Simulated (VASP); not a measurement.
# NbC (Fm-3m) in VASP: single point with PBEsol

Aim: the single point of NbC with PBEsol.

Everything below comes from runs of VASP 6.6.1. Logs are shortened: lines on timing, memory, paths and dates and some standing lists are left out, and cuts for length are marked.

### 1 The cell of the first run

It takes space group Fm-3m (No. 225, cubic). Conventional cell: a = 4.400 Å, b = 4.400 Å, c = 4.400 Å, α = 90.00°, β = 90.00°, γ = 90.00°. Nb (site symmetry m-3m) has 6 C at 2.20 Å within 2.9 Å. C (site symmetry m-3m) has 6 Nb at 2.20 Å within 2.9 Å.

### 2 Single point, PBEsol

The input, INCAR:

```
PREC = Accurate
ENCUT = 600
EDIFF = 1E-6
ISMEAR = 0
SIGMA = 0.15
LREAL = F
LASPH = T
NELM = 120
ALGO = Normal
ISIF = 2
LWAVE = F
LCHARG = F
GGA = PS
NBANDS = 16
GGA_COMPAT = F
```

The input, KPOINTS:

```
Automatic mesh
0
Gamma
  18 18 18
```

The input, POSCAR:

```
NbC
1.0
    0.0000000000      2.2000000000      2.2000000000
    2.2000000000      0.0000000000      2.2000000000
    2.2000000000      2.2000000000      0.0000000000
Nb C
1 1
Direct
    0.0000000000      0.0000000000      0.0000000000
    0.5000000000      0.5000000000      0.5000000000
```

Potentials or basis: VASP PAW PBE potentials, release 64 (Nb_sv, C).

Launch:

```bash
$ cat potpaw_PBE.64/Nb_sv/POTCAR potpaw_PBE.64/C/POTCAR > POTCAR
$ mpirun -np 1 vasp_std > vasp.out
```

OUTCAR:

```text
PREC = Accurate
   ENCUT = 600
   EDIFF = 1E-6
   ISMEAR = 0
   LREAL = F
   LASPH = T
   NELM = 120
   ISIF = 2
   GGA = PS

 ion  position               nearest neighbor table
   1  0.000  0.000  0.000-   2 2.20   2 2.20   2 2.20   2 2.20   2 2.20   2 2.20
   2  0.500  0.500  0.500-   1 2.20   1 2.20   1 2.20   1 2.20   1 2.20   1 2.20

  LATTYP: Found a face centered cubic cell.
 ALAT       =     4.4000000000

  Lattice vectors:

 A1 = (   0.0000000000,   2.2000000000,   2.2000000000)
 A2 = (   2.2000000000,   0.0000000000,   2.2000000000)
 A3 = (   2.2000000000,   2.2000000000,   0.0000000000)

Analysis of symmetry for initial positions (statically):
=====================================================================
 Subroutine PRICEL returns:
 Original cell was already a primitive cell.

 Routine SETGRP: Setting up the symmetry group for a
 face centered cubic supercell.

 Subroutine GETGRP returns: Found 48 space group operations
 (whereof 48 operations were pure point group operations)
 out of a pool of 48 trial point group operations.

The static configuration has the point symmetry O_h .

Analysis of symmetry for dynamics (positions and initial velocities):
=====================================================================
 Subroutine PRICEL returns:
 Original cell was already a primitive cell.

 Routine SETGRP: Setting up the symmetry group for a
 face centered cubic supercell.

 Subroutine GETGRP returns: Found 48 space group operations
 (whereof 48 operations were pure point group operations)
 out of a pool of 48 trial point group operations.

The dynamic configuration has the point symmetry O_h .

 Subroutine INISYM returns: Found 48 space group operations
 (whereof 48 operations are pure point group operations),
 and found     1 'primitive' translations

----------------------------------------------------------------------------------------

                                     Primitive cell

  volume of cell :      21.2960

  direct lattice vectors                    reciprocal lattice vectors
     0.000000000  2.200000000  2.200000000    -0.227272727  0.227272727  0.227272727
     2.200000000  0.000000000  2.200000000     0.227272727 -0.227272727  0.227272727
     2.200000000  2.200000000  0.000000000     0.227272727  0.227272727 -0.227272727

  length of vectors
     3.111269837  3.111269837  3.111269837     0.393647911  0.393647911  0.393647911

  position of ions in fractional coordinates (direct lattice)
     0.000000000  0.000000000  0.000000000
     0.500000000  0.500000000  0.500000000

  ion indices of the primitive-cell ions
   primitive index   ion index
                 1           1
                 2           2

----------------------------------------------------------------------------------------

 KPOINTS: Automatic mesh

Automatic generation of k-mesh.
 Grid dimensions read from file:
 generate k-points for:   18   18   18

 Generating k-lattice:

  Cartesian coordinates                     Fractional coordinates (reciprocal lattice)
    -0.012626263  0.012626263  0.012626263     0.055555556  0.000000000  0.000000000
     0.012626263 -0.012626263  0.012626263     0.000000000  0.055555556  0.000000000
     0.012626263  0.012626263 -0.012626263     0.000000000  0.000000000  0.055555556

  Length of vectors
     0.021869328  0.021869328  0.021869328

  Shift w.r.t. Gamma in fractional coordinates (k-lattice)
     0.000000000  0.000000000  0.000000000

 Subroutine IBZKPT returns following result:
 ===========================================

 Found    195 irreducible k-points:

 Following reciprocal coordinates:
            Coordinates               Weight
  0.000000  0.000000  0.000000      1.000000
  0.055556  0.000000  0.000000      8.000000
  0.111111  0.000000  0.000000      8.000000
  0.166667  0.000000  0.000000      8.000000
  0.222222  0.000000  0.000000      8.000000
  0.277778  0.000000  0.000000      8.000000
[... 16 lines left out ...]
 -0.277778  0.055556  0.000000     24.000000
 -0.222222  0.055556  0.000000     24.000000
 [... further k-points ...]
   k-points           NKPTS =    195   k-points in BZ     NKDIM =    195   number of bands    NBANDS=     16
   number of dos      NEDOS =    301   number of ions     NIONS =      2
   total plane-waves  NPLWV =  21952
   dimension x,y,z NGX =    28 NGY =   28 NGZ =   28
   dimension x,y,z NGXF=    56 NGYF=   56 NGZF=   56
   ions per type =               1   1
   NGX,Y,Z   is equivalent  to a cutoff of  14.96, 14.96, 14.96 a.u.
   NGXF,Y,Z  is equivalent  to a cutoff of  29.92, 29.92, 29.92 a.u.
 SYSTEM =  unknown system
   PREC   = accura    normal or accurate (medium, high low for compatibility)
   ISTART =      0    job   : 0-new  1-cont  2-samecut
   ICHARG =      2    charge: 1-file 2-atom 10-const
   ISPIN  =      1    spin polarized calculation?
   LNONCOLLINEAR =      F non collinear calculations
   LSORBIT =      F    spin-orbit coupling
   LASPH  =      T    aspherical Exc in radial PAW
   ENCUT  =  600.0 eV  44.10 Ry    6.64 a.u.   6.21  6.21  6.21*2*pi/ulx,y,z
   NELM   =    120;   NELMIN=  2; NELMDL= -5     # of ELM steps
   EDIFF  = 0.1E-05   stopping-criterion for ELM
   LREAL  =      F    real-space projection
   EDIFFG = 0.1E-04   stopping-criterion for IOM
   NSW    =      0    number of steps for IOM
   IBRION =     -1    ionic relax: 0-MD 1-quasi-New 2-CG
   NFREE  =      0    steps in history (QN), initial steepest desc. (CG)
   ISIF   =      2    stress and relaxation
   ISYM   =      2    0-nonsym 1-usesym 2-fastsym
   POTIM  = 0.5000    time-step for ionic-motion
   TEBEG  =    0.0;   TEEND  =   0.0 temperature during run
   PSTRESS=    0.0 pullay stress
   NELECT =      17.0000    total number of electrons
   NUPDOWN=      -1.0000    fix difference up-down
   EMIN   =  10.00;   EMAX   =-10.00  energy-range for DOS
   EFERMI =   0.00;   METHOD = LEGACY
   ISMEAR =     0;   SIGMA  =   0.15  broadening in eV -4-tet -1-fermi 0-gaus
   EFERMI_NEDOS =   21; number of points for ismear=-14 and -15
   IALGO  =     38    algorithm
   IMIX   =      4    mixing-type and parameters
     AMIX     =   0.40;   BMIX     =  1.00
     AMIX_MAG =   1.60;   BMIX_MAG =  1.00
  volume/ion in A,a.u.               =      10.65        71.86
  Fermi-wavevector in a.u.,A,eV,Ry     =   1.518653  2.869837 31.379197  2.306306
  Thomas-Fermi vector in A             =   2.627744
   LORBIT       =      0    0 simple, 1 ext, 2 COOP (PROOUT), +10 PAW based schemes
   GGA     = PS    functional components
   LHFCALC =     F    Hartree Fock is set to
   AEXX    =    0.0000 exact exchange contribution
   IVDW    =     0    specifies the selected vdW correction
   LEPSILON=     F    determine dielectric tensor
   LRPA    =     F    only Hartree local field effects (RPA)
 non-spin polarized calculation
 Gauss-broadening in eV      SIGMA  =   0.15
  energy-cutoff  :      600.00
  volume of cell :       21.30
 maximum number of plane-waves:       725
 NGX is ok and might be reduce to    28
   NGX = 13   NGY = 13   NGZ = 13

 number of electron      17.0000000 magnetization

 Free energy of the ion-electron system (eV)
  ---------------------------------------------------
  ext. energy  EPLUGINS =         0.00000000
  ---------------------------------------------------
  free energy    TOTEN  =       -21.83736939 eV

  energy without entropy =      -21.82841776  energy(sigma->0) =      -21.83289358

 E-fermi :  13.1783     XC(G=0): -13.4744

 val. band max:       13.1680124381   @ k =  -0.4444   0.2778   0.0000
 cond. band min:      13.2190151832   @ k =   0.4444   0.1667   0.0000
 fundamental gap:      0.0510027451
 Fermi energy:        13.1782923390

 k-point     1 :       0.0000    0.0000    0.0000
  band No.  band energies     occupation
      1     -42.3874      2.00000
      2     -18.0842      2.00000
      3     -18.0842      2.00000
      4     -18.0842      2.00000
      5      -0.5123      2.00000
      6      11.7487      2.00000
[... 8 lines left out ...]
     15      23.0737      0.00000
     16      36.2531      0.00000

 k-point     2 :       0.0556    0.0000    0.0000
  band No.  band energies     occupation
      1     -42.3834      2.00000
      2     -18.1171      2.00000
      3     -18.0871      2.00000
      4     -18.0871      2.00000
      5      -0.4268      2.00000
      6      11.3573      2.00000
[... 8 lines left out ...]
     15      23.2822      0.00000
     16      35.5320      0.00000

 k-point     3 :       0.1111    0.0000    0.0000
  band No.  band energies     occupation
      1     -42.3719      2.00000
      2     -18.2107      2.00000
      3     -18.0956      2.00000
      4     -18.0956      2.00000
      5      -0.1770      2.00000
      6      10.5776      2.00000
[... 8 lines left out ...]
     15      23.8665      0.00000
     16      34.1110      0.00000

 k-point     4 :       0.1667    0.0000    0.0000
  band No.  band energies     occupation
      1     -42.3542      2.00000
      2     -18.3517      2.00000
      3     -18.1086      2.00000
      4     -18.1086      2.00000
      5       0.2180      2.00000
      6       9.6835      2.00000
[... 8 lines left out ...]
     15      24.7013      0.00000
     16      32.7615      0.00000

 k-point     5 :       0.2222    0.0000    0.0000
  band No.  band energies     occupation
      1     -42.3324      2.00000
      2     -18.5205      2.00000
      3     -18.1244      2.00000
      4     -18.1244      2.00000
      5       0.7300      2.00000
      6       8.7646      2.00000
[... 8 lines left out ...]
     15      25.6010      0.00000
     16      31.6995      0.00000

 k-point     6 :       0.2778    0.0000    0.0000
  band No.  band energies     occupation
      1     -42.3091      2.00000
      2     -18.6956      2.00000
      3     -18.1411      2.00000
      4     -18.1411      2.00000
      5       1.3259      2.00000
      6       7.8653      2.00000
[... 8 lines left out ...]
     15      26.4586      0.00000
     16      30.0239      0.00000

 k-point     7 :       0.3333    0.0000    0.0000
  band No.  band energies     occupation
      1     -42.2870      2.00000
      2     -18.8560      2.00000
      3     -18.1567      2.00000
      4     -18.1567      2.00000
      5       1.9698      2.00000
      6       7.0124      2.00000
[... 8 lines left out ...]
     15      27.3287      0.00000
     16      28.4777      0.00000

 k-point     8 :       0.3889    0.0000    0.0000
  band No.  band energies     occupation
      1     -42.2690      2.00000
      2     -18.9842      2.00000
      3     -18.1694      2.00000
      4     -18.1694      2.00000
      5       2.6194      2.00000
      6       6.2308      2.00000
[... 8 lines left out ...]
     15      27.1771      0.00000
     16      27.1771      0.00000

 k-point     9 :       0.4444    0.0000    0.0000
  band No.  band energies     occupation
      1     -42.2572      2.00000
      2     -19.0666      2.00000
      3     -18.1777      2.00000
      4     -18.1777      2.00000
      5       3.1987      2.00000
      6       5.5803      2.00000
[... 8 lines left out ...]
     15      26.2584      0.00000
     16      26.2584      0.00000
[... 172 lines left out ...]
 k-point    19 :       0.5000    0.0556    0.0000
  band No.  band energies     occupation
      1     -42.2517      2.00000
      2     -19.0812      2.00000
      3     -18.1999      2.00000
      4     -18.1882      2.00000
      5       3.3482      2.00000
      6       5.4032      2.00000
[... 8 lines left out ...]
     15      26.0979      0.00000
     16      26.1394      0.00000

 k-point    20 :      -0.4444    0.0556    0.0000
  band No.  band energies     occupation
      1     -42.2531      2.00000
      2     -19.0717      2.00000
      3     -18.2054      2.00000
      4     -18.1808      2.00000
      5       3.2684      2.00000
      6       5.4890      2.00000
[... 8 lines left out ...]
     15      26.1253      0.00000
     16      26.3276      0.00000

 k-point    21 :      -0.3889    0.0556    0.0000
  band No.  band energies     occupation
      1     -42.2624      2.00000
      2     -19.0081      2.00000
      3     -18.2043      2.00000
      4     -18.1682      2.00000
      5       2.7998      2.00000
      6       6.0039      2.00000
[... 8 lines left out ...]
     15      26.6755      0.00000
     16      27.1553      0.00000

 k-point    22 :      -0.3333    0.0556    0.0000
  band No.  band energies     occupation
      1     -42.2783      2.00000
      2     -18.8967      2.00000
      3     -18.1968      2.00000
      4     -18.1520      2.00000
      5       2.1955      2.00000
      6       6.7058      2.00000
[... 8 lines left out ...]
     15      27.4128      0.00000
     16      27.8575      0.00000

 k-point    23 :      -0.2778    0.0556    0.0000
  band No.  band energies     occupation
      1     -42.2990      2.00000
      2     -18.7490      2.00000
      3     -18.1836      2.00000
      4     -18.1340      2.00000
      5       1.5674      2.00000
      6       7.5010      2.00000
[... 8 lines left out ...]
     15      26.7690      0.00000
     16      28.8778      0.00000

 k-point    24 :      -0.2222    0.0556    0.0000
  band No.  band energies     occupation
      1     -42.3219      2.00000
      2     -18.5813      2.00000
      3     -18.1662      2.00000
      4     -18.1165      2.00000
      5       0.9679      2.00000
      6       8.3588      2.00000
[... 8 lines left out ...]
     15      25.9758      0.00000
     16      30.1378      0.00000

 [... further k-points ...]
[... 5 lines left out ...]
  --------------------------------------------------------------------------------------
  -------------------------------------------------------------------------------------
  Total        1.4719045      1.4719045      1.4719045     -0.0000000     -0.0000000      0.0000000
  in kB      110.7368519    110.7368519    110.7368519     -0.0000000     -0.0000000      0.0000000
  external PRESSURE =     110.7368519 kB  Pullay stress =       0.0000000 kB

 VOLUME and BASIS-vectors are now :
 -----------------------------------------------------------------------------
  energy-cutoff  :      600.00
  volume of cell :       21.30
      direct lattice vectors                 reciprocal lattice vectors
     0.000000000  2.200000000  2.200000000    -0.227272727  0.227272727  0.227272727
     2.200000000  0.000000000  2.200000000     0.227272727 -0.227272727  0.227272727
     2.200000000  2.200000000  0.000000000     0.227272727  0.227272727 -0.227272727

 POSITION                                       TOTAL-FORCE (eV/Angst)
 -----------------------------------------------------------------------------------
      0.00000      0.00000      0.00000         0.000000      0.000000      0.000000
      2.20000      2.20000      2.20000        -0.000000     -0.000000      0.000000
 -----------------------------------------------------------------------------------
    total drift:                               -0.000000      0.000000      0.000000

  FREE ENERGIE OF THE ION-ELECTRON SYSTEM (eV)
  ---------------------------------------------------
  free  energy   TOTEN  =       -21.8373693919 eV

  energy  without entropy=      -21.8284177616  energy(sigma->0) =      -21.83289358
```

It took 3 min on 1 thread of AMD EPYC 7R43 (Zen 3), shared host; peak memory 0.18 GiB.

What came out:

| Item | Value |
| --- | --- |
| Free energy | -21.8374 eV |
| Pressure | 11.1 GPa |

Levels at points of the mesh, in eV from the Fermi level:
```
           k point  band 5  band 6  band 7  band 8  band 9  band 10  band 11  band 12  band 13  band 14
(0.00, 0.00, 0.00)  -13.69   -1.43   -1.43   -1.43   -0.26    -0.26    -0.26     0.38     0.38     8.16
(0.50, 0.00, 0.00)   -9.70   -7.90   -5.40   -5.40    2.31     2.31     3.83     5.85     9.50     9.50
(0.50, 0.50, 0.00)  -12.37   -4.50   -3.86   -1.32   -1.32     2.15     3.50     3.50     7.09    10.56
```

Caveat: the PAW data sets were made with another functional, which shifts forces and pressure a little.
